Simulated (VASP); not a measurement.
# Al (P6_3/mmc) in VASP: relaxation of shape and atoms at fixed volume with HSE06

Aim: the relaxation of shape and atoms at fixed volume of Al with HSE06.

Program: VASP 6.6.1. These are calculated values, not measurements. Logs are shortened: lines on timing, memory, paths and dates and some standing lists are left out, and cuts for length are marked.

## 1. The cell of the first run

The structure is hexagonal, space group P6_3/mmc (No. 194). Conventional cell: a = 2.874 Å, b = 2.874 Å, c = 4.595 Å, α = 90.00°, β = 90.00°, γ = 120.00°. Al (site symmetry -6m2) has 12 Al at 2.83 to 2.87 Å within 3.7 Å.

This isn't the form of Al at room conditions, which is fcc.

## 2. Relaxation of shape and atoms at fixed volume, HSE06 (16.43 Å³/atom)

POSCAR

```
Al
1.0
    2.8738396367      0.0000000000      0.0000000000
   -1.4369198184      2.4888181318      0.0000000000
    0.0000000000      0.0000000000      4.5953083097
Al
2
Direct
    0.3333333333      0.6666666667      0.7500000000
    0.6666666667      0.3333333333      0.2500000000
```

INCAR.step1

```
SYSTEM = Al
PREC     = Accurate       ! precision mode
ENCUT    = 600            ! plane-wave cutoff, eV
EDIFF    = 1E-5           ! SCF threshold, eV
ISMEAR   = 0              ! smearing method
SIGMA    = 0.05           ! smearing width, eV
LREAL    = .FALSE.        ! projectors in reciprocal space
LASPH    = .TRUE.         ! aspherical terms in the spheres
NELM     = 80             ! most SCF steps
ALGO     = Normal         ! electronic algorithm
LWAVE    = .TRUE.         ! write WAVECAR
LCHARG   = .FALSE.        ! write CHGCAR
GGA      = PE             ! functional
NBANDS   = 10             ! bands
```

INCAR.step2

```
SYSTEM = Al
PREC     = Accurate       ! precision mode
ENCUT    = 600            ! plane-wave cutoff, eV
EDIFF    = 1E-6           ! SCF threshold, eV
ISMEAR   = 0              ! smearing method
SIGMA    = 0.05           ! smearing width, eV
LREAL    = .FALSE.        ! projectors in reciprocal space
LASPH    = .TRUE.         ! aspherical terms in the spheres
NELM     = 80             ! most SCF steps
ALGO     = Normal         ! electronic algorithm
ISIF     = 4              ! what is computed and relaxed
LWAVE    = .FALSE.        ! write WAVECAR
LCHARG   = .FALSE.        ! write CHGCAR
GGA      = PE             ! functional
LHFCALC  = .TRUE.         ! exact exchange
HFSCREEN = 0.2079         ! screening, 1/A
PRECFOCK = Normal       
IBRION   = 2              ! ionic algorithm
NSW      = 60             ! ionic steps
EDIFFG   = -0.01          ! ionic threshold
ISTART   = 1
```

KPOINTS

```
regular mesh
0
G
  8 8 6
  0 0 0
```

Potentials or basis: VASP PAW PBE potentials, release 64 (Al).

Launch:

```sh
> cat potpaw_PBE.64/Al/POTCAR > POTCAR
> cp INCAR.step1 INCAR
> mpirun -np 1 vasp_std > vasp.out
> cp INCAR.step2 INCAR
> mpirun -np 1 vasp_std > vasp.out
```

OUTCAR:

```text
SYSTEM = Al
   PREC = Accurate
   ENCUT = 600
   EDIFF = 1E-6
   ISMEAR = 0
   LREAL = .FALSE.
   LASPH = .TRUE.
   NELM = 80
   ISIF = 4
   GGA = PE
   LHFCALC = .TRUE.
   HFSCREEN = 0.2079
   PRECFOCK = Normal
   IBRION = 2
   NSW = 60
   EDIFFG = -0.01
   ISTART = 1

 ion  position               nearest neighbor table
   1  0.333  0.667  0.750-   2 2.83   2 2.83   2 2.83   2 2.83   2 2.83   2 2.83
   2  0.667  0.333  0.250-   1 2.83   1 2.83   1 2.83   1 2.83   1 2.83   1 2.83

  LATTYP: Found a hexagonal cell.
 ALAT       =     2.8738396367
 C/A-ratio  =     1.5990134770

  Lattice vectors:

 A1 = (   2.8738396367,   0.0000000000,   0.0000000000)
 A2 = (  -1.4369198184,   2.4888181318,   0.0000000000)
 A3 = (   0.0000000000,   0.0000000000,   4.5953083097)

Analysis of symmetry for initial positions (statically):
=====================================================================
 Subroutine PRICEL returns:
 Original cell was already a primitive cell.

 Routine SETGRP: Setting up the symmetry group for a
 hexagonal supercell.

 Subroutine GETGRP returns: Found 24 space group operations
 (whereof 12 operations were pure point group operations)
 out of a pool of 24 trial point group operations.

The static configuration has the point symmetry D_3d.
 The point group associated with its full space group is D_6h.

Analysis of symmetry for dynamics (positions and initial velocities):
=====================================================================
 Subroutine PRICEL returns:
 Original cell was already a primitive cell.

 Routine SETGRP: Setting up the symmetry group for a
 hexagonal supercell.

 Subroutine GETGRP returns: Found 24 space group operations
 (whereof 12 operations were pure point group operations)
 out of a pool of 24 trial point group operations.

The dynamic configuration has the point symmetry D_3d.
 The point group associated with its full space group is D_6h.

 Subroutine INISYM returns: Found 24 space group operations
 (whereof 12 operations are pure point group operations),
 and found     1 'primitive' translations

----------------------------------------------------------------------------------------

                                     Primitive cell

  volume of cell :      32.8678

  direct lattice vectors                    reciprocal lattice vectors
     2.873839637  0.000000000  0.000000000     0.347966528  0.200898569  0.000000000
    -1.436919818  2.488818132  0.000000000     0.000000000  0.401797137  0.000000000
     0.000000000  0.000000000  4.595308310     0.000000000  0.000000000  0.217613255

  length of vectors
     2.873839637  2.873839637  4.595308310     0.401797137  0.401797137  0.217613255

  position of ions in fractional coordinates (direct lattice)
     0.333333333  0.666666667  0.750000000
     0.666666667  0.333333333  0.250000000

  ion indices of the primitive-cell ions
   primitive index   ion index
                 1           1
                 2           2

----------------------------------------------------------------------------------------

 KPOINTS: regular mesh

Automatic generation of k-mesh.
 Grid dimensions read from file:
 generate k-points for:    8    8    6

 Generating k-lattice:

  Cartesian coordinates                     Fractional coordinates (reciprocal lattice)
     0.043495816  0.025112321  0.000000000     0.125000000  0.000000000  0.000000000
     0.000000000  0.050224642  0.000000000     0.000000000  0.125000000  0.000000000
     0.000000000  0.000000000  0.036268876     0.000000000  0.000000000  0.166666667

  Length of vectors
     0.050224642  0.050224642  0.036268876

  Shift w.r.t. Gamma in fractional coordinates (k-lattice)
     0.000000000  0.000000000  0.000000000

 Subroutine IBZKPT returns following result:
 ===========================================

 Found     40 irreducible k-points:

 Following reciprocal coordinates:
            Coordinates               Weight
  0.000000  0.000000  0.000000      1.000000
  0.125000  0.000000  0.000000      6.000000
  0.250000  0.000000  0.000000      6.000000
  0.375000 -0.000000  0.000000      6.000000
  0.500000  0.000000  0.000000      3.000000
  0.125000  0.125000  0.000000      6.000000
[... 16 lines left out ...]
  0.250000  0.000000  0.333333     12.000000
  0.375000 -0.000000  0.333333     12.000000
 [... further k-points ...]
   k-points           NKPTS =     40   k-points in BZ     NKDIM =    384   number of bands    NBANDS=      7
   number of dos      NEDOS =    301   number of ions     NIONS =      2
   total plane-waves  NPLWV =  23040
   dimension x,y,z NGX =    24 NGY =   24 NGZ =   40
   dimension x,y,z NGXF=    48 NGYF=   48 NGZF=   80
   ions per type =               2
   NGX,Y,Z   is equivalent  to a cutoff of  13.88, 13.88, 14.47 a.u.
   NGXF,Y,Z  is equivalent  to a cutoff of  27.77, 27.77, 28.94 a.u.
 SYSTEM =  Al
   PREC   = accura    normal or accurate (medium, high low for compatibility)
   ISTART =      1    job   : 0-new  1-cont  2-samecut
   ICHARG =      0    charge: 1-file 2-atom 10-const
   ISPIN  =      1    spin polarized calculation?
   LNONCOLLINEAR =      F non collinear calculations
   LSORBIT =      F    spin-orbit coupling
   LASPH  =      T    aspherical Exc in radial PAW
   ENCUT  =  600.0 eV  44.10 Ry    6.64 a.u.   5.74  5.74  9.18*2*pi/ulx,y,z
   NELM   =     80;   NELMIN=  2; NELMDL=  0     # of ELM steps
   EDIFF  = 0.1E-05   stopping-criterion for ELM
   LREAL  =      F    real-space projection
   EDIFFG = -.1E-01   stopping-criterion for IOM
   NSW    =     60    number of steps for IOM
   IBRION =      2    ionic relax: 0-MD 1-quasi-New 2-CG
   NFREE  =      1    steps in history (QN), initial steepest desc. (CG)
   ISIF   =      4    stress and relaxation
   ISYM   =      3    0-nonsym 1-usesym 2-fastsym
   POTIM  = 0.5000    time-step for ionic-motion
   TEBEG  =    0.0;   TEEND  =   0.0 temperature during run
   PSTRESS=    0.0 pullay stress
   NELECT =       6.0000    total number of electrons
   NUPDOWN=      -1.0000    fix difference up-down
   EMIN   =  10.00;   EMAX   =-10.00  energy-range for DOS
   EFERMI =   0.00;   METHOD = LEGACY
   ISMEAR =     0;   SIGMA  =   0.05  broadening in eV -4-tet -1-fermi 0-gaus
   EFERMI_NEDOS =   21; number of points for ismear=-14 and -15
   IALGO  =     38    algorithm
   IMIX   =      1    mixing-type and parameters
     AMIX     =   0.40;   BMIX     =  1.00
     AMIX_MAG =   1.60;   BMIX_MAG =  1.00
  volume/ion in A,a.u.               =      16.43       110.90
  Fermi-wavevector in a.u.,A,eV,Ry     =   0.928685  1.754960 11.734426  0.862456
  Thomas-Fermi vector in A             =   2.054888
   LORBIT       =      0    0 simple, 1 ext, 2 COOP (PROOUT), +10 PAW based schemes
   GGA     = PE    functional components
   LHFCALC =     T    Hartree Fock is set to
   PRECFOCK=normal    Normal, Fast or Accurate (Low or Medium for compatibility)
   ENCUT4O =  -1.0   cutoff for four orbital integrals eV
   NKREDX  =     1    reduce k-point grid by
   NKREDY  =     1    reduce k-point grid by
   NKREDZ  =     1    reduce k-point grid by
   AEXX    =    0.2500 exact exchange contribution
   HFSCREEN=    0.2079 screening length (either q_TF or 0.3 A-1)
   HFSCREENC=   0.2079 screening length for correlation (either q_TF or 0.3 A-1)
   ENCUTFOCK=  -1.0 apply spherical cutoff to Coloumb kernel
   IVDW    =     0    specifies the selected vdW correction
   LEPSILON=     F    determine dielectric tensor
   LRPA    =     F    only Hartree local field effects (RPA)
 conjugate gradient relaxation of ions
 non-spin polarized calculation
 Gauss-broadening in eV      SIGMA  =   0.05
  energy-cutoff  :      600.00
  volume of cell :       32.87
 maximum number of plane-waves:      1124
 NGX is ok and might be reduce to    24
  NGX = 18; NGY = 18; NGZ = 28

 number of electron       6.0000000 magnetization

 Free energy of the ion-electron system (eV)
  ---------------------------------------------------
  ext. energy  EPLUGINS =         0.00000000
  ---------------------------------------------------
  free energy    TOTEN  =        -8.12173449 eV

  energy without entropy =       -8.11942808  energy(sigma->0) =       -8.12058128

 E-fermi :   7.9725     XC(G=0):  -8.4247

 val. band max:        7.9688186844   @ k =   0.2500   0.1250   0.1667
 cond. band min:       8.0066556485   @ k =   0.3750   0.1250   0.0000
 fundamental gap:      0.0378369641
 Fermi energy:         7.9725022460

 k-point     1 :       0.0000    0.0000    0.0000
  band No.  band energies     occupation
      1      -4.6964      2.00000
      2       2.8743      2.00000
      3       3.3365      2.00000
      4      19.2495      0.00000
      5      19.2495      0.00000
      6      19.7385      0.00000
      7      19.7385      0.00000

 k-point     2 :       0.1250    0.0000    0.0000
  band No.  band energies     occupation
      1      -4.2789      2.00000
      2       3.2729      2.00000
      3       3.7544      2.00000
      4      14.9587      0.00000
      5      17.1035      0.00000
      6      18.5840      0.00000
      7      21.2836      0.00000

 k-point     3 :       0.2500    0.0000    0.0000
  band No.  band energies     occupation
      1      -3.0291      2.00000
      2       4.4719      2.00000
      3       4.9709      2.00000
      4      10.1878      0.00000
      5      15.3930      0.00000
      6      16.2953      0.00000
      7      16.8123      0.00000

 k-point     4 :       0.3750   -0.0000    0.0000
  band No.  band energies     occupation
      1      -0.9541      2.00000
      2       5.4272      2.00000
      3       6.4590      2.00000
      4       7.4033      2.00000
      5      12.7784      0.00000
      6      13.1376      0.00000
      7      14.3552      0.00000

 k-point     5 :       0.5000    0.0000    0.0000
  band No.  band energies     occupation
      1       1.8076      2.00000
      2       2.0669      2.00000
      3       8.7563      0.00000
      4       9.6121      0.00000
      5       9.7942      0.00000
      6      10.2354      0.00000
      7      14.0072      0.00000
[... 161 lines left out ...]
 k-point    22 :       0.1250    0.0000    0.3333
  band No.  band energies     occupation
      1      -3.4079      2.00000
      2      -0.8057      2.00000
      3       9.3696      0.00000
      4      15.4797      0.00000
      5      16.4551      0.00000
      6      17.8061      0.00000
      7      17.8070      0.00000

 k-point    23 :       0.2500    0.0000    0.3333
  band No.  band energies     occupation
      1      -2.1602      2.00000
      2       0.4365      2.00000
      3      10.1787      0.00000
      4      11.2067      0.00000
      5      13.2739      0.00000
      6      16.1080      0.00000
      7      16.8577      0.00000

 k-point    24 :       0.3750   -0.0000    0.3333
  band No.  band energies     occupation
      1      -0.0894      2.00000
      2       2.4815      2.00000
      3       6.5497      2.00000
      4       8.9853      0.00000
      5      12.5122      0.00000
      6      15.0774      0.00000
      7      16.4217      0.00000

 [... further k-points ...]

------------------------ aborting loop because EDIFF is reached ----------------------------------------

  FORCE on cell =-STRESS in cart. coord.  units (eV):
  Direction    XX          YY          ZZ          XY          YZ          ZX
  --------------------------------------------------------------------------------------
  -------------------------------------------------------------------------------------
  Total       -0.0009277     -0.0009277      0.0036025      0.0000000     -0.0000000     -0.0000000
  in kB       -0.0452211     -0.0452211      0.1756099      0.0000000     -0.0000000     -0.0000000
  external PRESSURE =       0.0283892 kB  Pullay stress =       0.0000000 kB

 VOLUME and BASIS-vectors are now :
 -----------------------------------------------------------------------------
  energy-cutoff  :      600.00
  volume of cell :       32.87
      direct lattice vectors                 reciprocal lattice vectors
     2.873839637  0.000000000  0.000000000     0.347966528  0.200898569  0.000000000
    -1.436919818  2.488818132  0.000000000     0.000000000  0.401797137  0.000000000
     0.000000000  0.000000000  4.595308310     0.000000000  0.000000000  0.217613255

 POSITION                                       TOTAL-FORCE (eV/Angst)
 -----------------------------------------------------------------------------------
     -0.00000      1.65921      3.44648         0.000000     -0.000000     -0.000000
      1.43692      0.82961      1.14883        -0.000000      0.000000      0.000000
 -----------------------------------------------------------------------------------
    total drift:                               -0.000003      0.000002      0.000001

  FREE ENERGIE OF THE ION-ELECTRON SYSTEM (eV)
  ---------------------------------------------------
  free  energy   TOTEN  =        -8.1217344855 eV

  energy  without entropy=       -8.1194280813  energy(sigma->0) =       -8.12058128

 reached required accuracy - stopping structural energy minimisation
```

It took 20 min on 1 thread of Oxide Virtual Turin-like, shared host; peak memory 0.24 GiB.

What came out:

```yaml
Free_energy: -8.1217 eV
Pressure_after_relaxing: 0.0 GPa
Band_gap_on_the_k_mesh: zero (bands 3 and 4 overlap by 8.77 eV)
```

Final structure:
```
Al
1.0
     2.87384    0.00000    0.00000
    -1.43692    2.48882    0.00000
     0.00000    0.00000    4.59531
Al
2
Cartesian
  0.0000 1.6592 3.4465
  1.4369 0.8296 1.1488
```

Levels at points of the mesh, in eV from the Fermi level:
```
           k point  band 1  band 2  band 3  band 4  band 5  band 6  band 7
(0.00, 0.00, 0.00)  -12.67   -5.10   -4.64   11.28   11.28   11.77   11.77
(0.50, 0.00, 0.00)   -6.16   -5.91    0.78    1.64    1.82    2.26    6.03
(0.00, 0.00, 0.50)  -10.71  -10.71    4.40    4.40   12.66   12.66   12.66
(0.50, 0.00, 0.50)   -4.50   -4.50   -3.63   -3.63    7.66    7.66    8.44
```

Caveat: the relaxation stopped at its first step, so nothing moved; the PAW data sets were made with another functional, which shifts forces and pressure a little.
